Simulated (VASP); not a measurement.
# BeSe (F-43m) in VASP: G0W0 quasiparticle levels with PBE

Aim: the G0W0 quasiparticle levels of BeSe with PBE.

Program: VASP 6.6.1. These are calculated values, not measurements. Logs are shortened: lines on timing, memory, paths and dates and some standing lists are left out, and cuts for length are marked.

### 1 The cell of the first run

Symmetry: F-43m, No. 216, cubic system. The conventional cell has a = 5.162 Å, b = 5.162 Å, c = 5.162 Å, α = 90.00°, β = 90.00°, γ = 90.00°. Within 3.0 Å of Be (site symmetry -43m) lie 4 Se at 2.24 Å. Se (site symmetry -43m) has 4 Be at 2.24 Å within 3.0 Å.

### 2 G0W0 quasiparticle levels, PBE

Contents of POSCAR:

```
BeSe
1.0
    0.0000000000      2.5810353743      2.5810353743
    2.5810353743      0.0000000000      2.5810353743
    2.5810353743      2.5810353743      0.0000000000
Be Se
1 1
Direct
    0.0000000000      0.0000000000      0.0000000000
    0.2500000000      0.2500000000      0.2500000000
```

Contents of INCAR.step1:

```
SYSTEM = BeSe
  ALGO = Normal
  EDIFF = 1E-8
  ENCUT = 500
  GGA = PE
  ISMEAR = 0
  LASPH = .TRUE.
  LCHARG = .FALSE.
  LREAL = .FALSE.
  LWAVE = .TRUE.
  NELM = 60
  PREC = Accurate
  SIGMA = 0.01
```

Contents of INCAR.step2:

```
SYSTEM = BeSe
  ALGO = Exact
  EDIFF = 1E-8
  ENCUT = 500
  GGA = PE
  ISMEAR = 0
  ISTART = 1
  LASPH = .TRUE.
  LCHARG = .FALSE.
  LOPTICS = .TRUE.
  LREAL = .FALSE.
  LWAVE = .TRUE.
  NBANDS = 241
  NELM = 1
  PREC = Accurate
  SIGMA = 0.01
```

Contents of INCAR.step3:

```
SYSTEM = BeSe
  ALGO = EVGW0
  EDIFF = 1E-8
  ENCUT = 500
  ENCUTGW = 200
  GGA = PE
  ISMEAR = 0
  ISTART = 1
  LASPH = .TRUE.
  LCHARG = .FALSE.
  LREAL = .FALSE.
  LWAVE = .FALSE.
  NBANDS = 241
  NBANDSGW = 12
  NELMGW = 1
  NOMEGA = 96
  OMEGAMAX = 20
  PREC = Accurate
  PRECFOCK = Fast
  SIGMA = 0.01
```

Contents of KPOINTS:

```
k-points
0
G
  4 4 4
  0 0 0
```

Potentials or basis: VASP PAW PBE potentials, release 64 (Be_GW, Se_GW).

Command:

```
> cat potpaw_PBE.64/Be_GW/POTCAR potpaw_PBE.64/Se_GW/POTCAR > POTCAR
> cp INCAR.step1 INCAR
> mpirun -np 1 vasp_std > vasp.out
> cp INCAR.step2 INCAR
> mpirun -np 1 vasp_std > vasp.out
> cp INCAR.step3 INCAR
> mpirun -np 1 vasp_std > vasp.out
```

OUTCAR:

```text
SYSTEM = BeSe
   EDIFF = 1E-8
   ENCUT = 500
   ENCUTGW = 200
   GGA = PE
   ISMEAR = 0
   ISTART = 1
   LASPH = .TRUE.
   LREAL = .FALSE.
   NELMGW = 1
   PREC = Accurate
   PRECFOCK = Fast

 ion  position               nearest neighbor table
   1  0.000  0.000  0.000-   2 2.24   2 2.24   2 2.24   2 2.24
   2  0.250  0.250  0.250-   1 2.24   1 2.24   1 2.24   1 2.24

  LATTYP: Found a face centered cubic cell.
 ALAT       =     5.1620707486

  Lattice vectors:

 A1 = (   0.0000000000,   2.5810353743,   2.5810353743)
 A2 = (   2.5810353743,   0.0000000000,   2.5810353743)
 A3 = (   2.5810353743,   2.5810353743,   0.0000000000)

Analysis of symmetry for initial positions (statically):
=====================================================================
 Subroutine PRICEL returns:
 Original cell was already a primitive cell.

 Routine SETGRP: Setting up the symmetry group for a
 face centered cubic supercell.

 Subroutine GETGRP returns: Found 24 space group operations
 (whereof 24 operations were pure point group operations)
 out of a pool of 48 trial point group operations.

The static configuration has the point symmetry T_d .

Analysis of symmetry for dynamics (positions and initial velocities):
=====================================================================
 Subroutine PRICEL returns:
 Original cell was already a primitive cell.

 Routine SETGRP: Setting up the symmetry group for a
 face centered cubic supercell.

 Subroutine GETGRP returns: Found 24 space group operations
 (whereof 24 operations were pure point group operations)
 out of a pool of 48 trial point group operations.

The dynamic configuration has the point symmetry T_d .

 Subroutine INISYM returns: Found 24 space group operations
 (whereof 24 operations are pure point group operations),
 and found     1 'primitive' translations

----------------------------------------------------------------------------------------

                                     Primitive cell

  volume of cell :      34.3884

  direct lattice vectors                    reciprocal lattice vectors
     0.000000000  2.581035374  2.581035374    -0.193720708  0.193720708  0.193720708
     2.581035374  0.000000000  2.581035374     0.193720708 -0.193720708  0.193720708
     2.581035374  2.581035374  0.000000000     0.193720708  0.193720708 -0.193720708

  length of vectors
     3.650135231  3.650135231  3.650135231     0.335534109  0.335534109  0.335534109

  position of ions in fractional coordinates (direct lattice)
     0.000000000  0.000000000  0.000000000
     0.250000000  0.250000000  0.250000000

  ion indices of the primitive-cell ions
   primitive index   ion index
                 1           1
                 2           2

----------------------------------------------------------------------------------------

 KPOINTS: k-points

Automatic generation of k-mesh.
 Grid dimensions read from file:
 generate k-points for:    4    4    4

 Generating k-lattice:

  Cartesian coordinates                     Fractional coordinates (reciprocal lattice)
    -0.048430177  0.048430177  0.048430177     0.250000000  0.000000000  0.000000000
     0.048430177 -0.048430177  0.048430177     0.000000000  0.250000000  0.000000000
     0.048430177  0.048430177 -0.048430177     0.000000000  0.000000000  0.250000000

  Length of vectors
     0.083883527  0.083883527  0.083883527

  Shift w.r.t. Gamma in fractional coordinates (k-lattice)
     0.000000000  0.000000000  0.000000000

 Subroutine IBZKPT returns following result:
 ===========================================

 Found      8 irreducible k-points:

 Following reciprocal coordinates:
            Coordinates               Weight
  0.000000  0.000000  0.000000      1.000000
  0.250000  0.000000  0.000000      8.000000
  0.500000  0.000000  0.000000      4.000000
  0.250000  0.250000  0.000000      6.000000
  0.500000  0.250000  0.000000     24.000000
 -0.250000  0.250000  0.000000     12.000000
  0.500000  0.500000  0.000000      3.000000
 -0.250000  0.500000  0.250000      6.000000
   k-points           NKPTS =      8   k-points in BZ     NKDIM =     64   number of bands    NBANDS=    241
   number of dos      NEDOS =    301   number of ions     NIONS =      2
   total plane-waves  NPLWV =  21952
   dimension x,y,z NGX =    28 NGY =   28 NGZ =   28
   dimension x,y,z NGXF=    56 NGYF=   56 NGZF=   56
   ions per type =               1   1
   NGX,Y,Z   is equivalent  to a cutoff of  12.75, 12.75, 12.75 a.u.
   NGXF,Y,Z  is equivalent  to a cutoff of  25.51, 25.51, 25.51 a.u.
 SYSTEM =  BeSe
   PREC   = accura    normal or accurate (medium, high low for compatibility)
   ISTART =      1    job   : 0-new  1-cont  2-samecut
   ICHARG =      0    charge: 1-file 2-atom 10-const
   ISPIN  =      1    spin polarized calculation?
   LNONCOLLINEAR =      F non collinear calculations
   LSORBIT =      F    spin-orbit coupling
   LASPH  =      T    aspherical Exc in radial PAW
   ENCUT  =  500.0 eV  36.75 Ry    6.06 a.u.   6.66  6.66  6.66*2*pi/ulx,y,z
   NELM   =     60;   NELMIN=  2; NELMDL=  0     # of ELM steps
   EDIFF  = 0.1E-07   stopping-criterion for ELM
   LREAL  =      F    real-space projection
   EDIFFG = 0.1E-06   stopping-criterion for IOM
   NSW    =      0    number of steps for IOM
   IBRION =     -1    ionic relax: 0-MD 1-quasi-New 2-CG
   NFREE  =      0    steps in history (QN), initial steepest desc. (CG)
   ISIF   =      0    stress and relaxation
   ISYM   =      3    0-nonsym 1-usesym 2-fastsym
   POTIM  = 0.5000    time-step for ionic-motion
   TEBEG  =    0.0;   TEEND  =   0.0 temperature during run
   PSTRESS=    0.0 pullay stress
   NELECT =       8.0000    total number of electrons
   NUPDOWN=      -1.0000    fix difference up-down
   EMIN   =  10.00;   EMAX   =-10.00  energy-range for DOS
   EFERMI =   0.00;   METHOD = LEGACY
   ISMEAR =     0;   SIGMA  =   0.01  broadening in eV -4-tet -1-fermi 0-gaus
   EFERMI_NEDOS =   21; number of points for ismear=-14 and -15
   IALGO  =     38    algorithm
   IMIX   =      4    mixing-type and parameters
     AMIX     =   0.40;   BMIX     =  1.00
     AMIX_MAG =   1.60;   BMIX_MAG =  1.00
  volume/ion in A,a.u.               =      17.19       116.03
  Fermi-wavevector in a.u.,A,eV,Ry     =   1.006856  1.902683 13.793040  1.013760
  Thomas-Fermi vector in A             =   2.139625
   LORBIT       =      0    0 simple, 1 ext, 2 COOP (PROOUT), +10 PAW based schemes
   GGA     = PE    functional components
   LHFCALC =     T    Hartree Fock is set to
   PRECFOCK=fast      Normal, Fast or Accurate (Low or Medium for compatibility)
   ENCUT4O =  -1.0   cutoff for four orbital integrals eV
   NKREDX  =     1    reduce k-point grid by
   NKREDY  =     1    reduce k-point grid by
   NKREDZ  =     1    reduce k-point grid by
   AEXX    =    1.0000 exact exchange contribution
   HFSCREEN=    0.0000 screening length (either q_TF or 0.3 A-1)
   HFSCREENC=   0.0000 screening length for correlation (either q_TF or 0.3 A-1)
   ENCUTFOCK=  -1.0 apply spherical cutoff to Coloumb kernel
   IVDW    =     0    specifies the selected vdW correction
   LEPSILON=     F    determine dielectric tensor
   LRPA    =     F    only Hartree local field effects (RPA)
   LRPAFORCE           =     F    calculate RPA forces
   ENCUTGW             = 200.0    cutoff for response function in eV
   ENCUTGWSOFT         = 160.0    soft cutoff for Coulomb kernel in GW response function in eV
   ENCUTLF             =  -1.0    cutoff for local field effects
   NELMGW              =     1    number of iterations in solving QP/BSE equation
   NELMHF              =     1    number of iterations in the inner HF iteration
   NKREDLFX            =     1    NKREDLFY  =   1   NKREDLFZ  =   1
 non-spin polarized calculation
 Gauss-broadening in eV      SIGMA  =   0.01
  energy-cutoff  :      500.00
  volume of cell :       34.39
 maximum number of plane-waves:       893
 NGX is ok and might be reduce to    28
  NGX = 16; NGY = 16; NGZ = 16
   NGX = 13   NGY = 13   NGZ = 13
 maximum number of plane-waves:       229

 QP shifts <psi_nk| G(iteration)W_0 |psi_nk>: iteration 1
 for sc-GW calculations column KS-energies equals QP-energies in previous step
 and V_xc(KS)=  KS-energies - (<T + V_ion + V_H > + <T+V_H+V_ion>^1  + <V_x>^1)

 k-point   1 :       0.0000    0.0000    0.0000
  band No.  KS-energies  QP-energies   sigma(KS)   V_xc(KS)     V^pw_x(r,r')   Z            occupation Imag(sigma)

      1     -10.7853     -11.9865     -13.7510     -12.1896     -20.0696       0.7693       2.0000       1.3255
      2       2.9490       1.8999     -13.8362     -12.5092     -15.0635       0.7906       2.0000       0.0236
      3       2.9490       1.8999     -13.8362     -12.5092     -15.0635       0.7906       2.0000       0.0236
      4       2.9490       1.8999     -13.8362     -12.5092     -15.0635       0.7906       2.0000       0.0236
      5       7.2116       7.6042      -9.4912      -9.9842      -5.0324       0.7964       0.0000      -0.0543
      6       7.9437       8.3546      -9.2843      -9.8061      -4.8453       0.7874       0.0000      -0.0536
      7       7.9437       8.3546      -9.2843      -9.8061      -4.8453       0.7874       0.0000      -0.0536
      8       7.9437       8.3546      -9.2843      -9.8061      -4.8453       0.7874       0.0000      -0.0536
      9      14.9022      14.8407      -8.3519      -8.2700      -2.3691       0.7514       0.0000      -0.2685
     10      15.4258      15.6730      -9.6696      -9.9903      -4.2431       0.7712       0.0000      -0.1992
     11      15.4258      15.6730      -9.6696      -9.9903      -4.2431       0.7712       0.0000      -0.1992
     12      17.4599      17.4520      -8.0822      -8.0719      -2.1315       0.7701       0.0000      -0.3730

 k-point   2 :       0.2500    0.0000    0.0000
  band No.  KS-energies  QP-energies   sigma(KS)   V_xc(KS)     V^pw_x(r,r')   Z            occupation Imag(sigma)

      1     -10.2226     -11.2285     -13.8158     -12.4111     -20.0360       0.7161       2.0000       1.1973
      2      -0.4259      -1.5844     -12.6923     -11.1685     -14.8055       0.7603       2.0000       0.0450
      3       2.3309       1.2645     -13.5485     -12.1978     -14.8995       0.7895       2.0000       0.0242
      4       2.3309       1.2645     -13.5485     -12.1978     -14.8995       0.7895       2.0000       0.0242
      5       7.3767       7.7208      -9.3526      -9.7882      -4.9755       0.7900       0.0000      -0.0534
      6       8.8313       9.2378      -9.4334      -9.9532      -4.7962       0.7820       0.0000      -0.0614
      7       8.8313       9.2378      -9.4334      -9.9532      -4.7962       0.7820       0.0000      -0.0614
      8      11.2023      11.5717     -10.1030     -10.5885      -4.9146       0.7606       0.0000      -0.0956
      9      14.1885      14.3607      -9.0769      -9.2994      -3.7881       0.7738       0.0000      -0.1810
     10      14.1885      14.3607      -9.0769      -9.2994      -3.7881       0.7738       0.0000      -0.1810
     11      14.9558      14.9306      -8.0238      -7.9907      -2.2368       0.7623       0.0000      -0.2648
     12      17.7922      17.8582      -8.5221      -8.6091      -2.2655       0.7587       0.0000      -0.4853
[... 68 lines left out ...]
      1      -9.0115      -9.8960     -14.2602     -13.0642     -20.0900       0.7396       2.0000       0.9563
      2      -2.0859      -3.3427     -12.5340     -10.8202     -15.4291       0.7334       2.0000       0.0841
      3       0.3228      -0.8307     -12.9476     -11.4491     -14.9032       0.7698       2.0000       0.0389
      4       0.3228      -0.8307     -12.9476     -11.4491     -14.9032       0.7698       2.0000       0.0389
      5       5.5790       5.7079      -8.3550      -8.5145      -4.4148       0.8084       0.0000      -0.0480
      6       7.1435       7.3098      -8.9604      -9.1685      -4.8117       0.7989       0.0000      -0.0513
      7      14.5581      15.0178     -10.2925     -10.9331      -3.8693       0.7177       0.0000      -0.2628
      8      14.5581      15.0178     -10.2925     -10.9331      -3.8693       0.7177       0.0000      -0.2628
      9      17.4416      17.6315     -10.5941     -10.8510      -4.0327       0.7394       0.0000      -0.4873
     10      17.6151      18.0141      -9.1505      -9.6831      -2.5437       0.7491       0.0000      -0.5120
     11      19.2190      19.3109      -9.8992     -10.0181      -3.7289       0.7732       0.0000      -0.5807
     12      19.2190      19.3109      -9.8992     -10.0181      -3.7289       0.7732       0.0000      -0.5807

 k-point   8 :      -0.2500    0.5000    0.2500
  band No.  KS-energies  QP-energies   sigma(KS)   V_xc(KS)     V^pw_x(r,r')   Z            occupation Imag(sigma)

      1      -8.9773      -9.8515     -14.3040     -13.1067     -20.1197       0.7302       2.0000       0.9345
      2      -1.4292      -2.6814     -12.7569     -11.0715     -15.4160       0.7429       2.0000       0.0665
      3      -0.8104      -2.0060     -12.4499     -10.8806     -14.6962       0.7619       2.0000       0.0504
      4      -0.3054      -1.4387     -12.3179     -10.8361     -14.3099       0.7648       2.0000       0.0408
      5       9.0761       9.2026      -9.3975      -9.5569      -4.9986       0.7934       0.0000      -0.0601
      6      10.0153      10.4664      -9.1009      -9.6872      -3.9035       0.7694       0.0000      -0.0823
      7      10.3086      10.5614      -8.8270      -9.1501      -4.0395       0.7823       0.0000      -0.0704
      8      10.8922      11.2778     -10.3319     -10.8396      -5.1704       0.7596       0.0000      -0.0922
      9      16.2086      16.4631     -10.4141     -10.7628      -3.9460       0.7299       0.0000      -0.3932
     10      16.4465      16.8342      -9.8918     -10.4125      -3.5936       0.7448       0.0000      -0.3542
     11      18.9130      19.2273      -9.7044     -10.1144      -3.2875       0.7666       0.0000      -0.5292
     12      19.7843      19.9082      -9.4671      -9.6250      -3.0492       0.7840       0.0000      -0.7569
```

Run time: 2.3 min. Hardware: 1 thread of AMD EPYC 9R45 (Zen 5), shared host; peak memory 0.5 GiB.

Results:

| Property | Result |
| --- | --- |
| Quasiparticle gap | 3.81 eV |
| Least direct quasiparticle gap | 5.70 eV |
| Band gap of the starting levels on the mesh | 2.63 eV |
| Least direct gap of the starting levels on the mesh | 4.26 eV |

Caveat: the k points lie up to 0.53 Å⁻¹ apart; bands, screening cutoff and mesh are small and nothing is extrapolated, so the quasiparticle values aren't converged.
